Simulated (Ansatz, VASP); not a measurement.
**Ga: VASP beside Ansatz**

```xyz
1
Lattice="-1.6161 1.6161 1.6161 1.6161 -1.6161 1.6161 1.6161 1.6161 -1.6161" Properties=species:S:1:pos:R:3 pbc="T T T"
Ga    0.0000    0.0000    0.0000
```

Alike in both runs: task single point; functional PBE; k mesh 21 × 21 × 21; occupations fermi-dirac, width 0.1 eV; no spin polarisation.

|  | VASP | Ansatz |
| --- | --- | --- |
| version | VASP 6.6.1 | Ansatz 0.2.0 |
| potentials or method | VASP PAW PBE potentials, release 64 (Ga_d), cutoff 520 eV | plane waves (420 eV) with PAW, scalar-relativistic |
| valence electrons in the cell | 13 | 13 |

|  | VASP | Ansatz | Ansatz less VASP |
| --- | --- | --- | --- |
| pressure (GPa) | 8.6 | 8.5 | -0.12 |
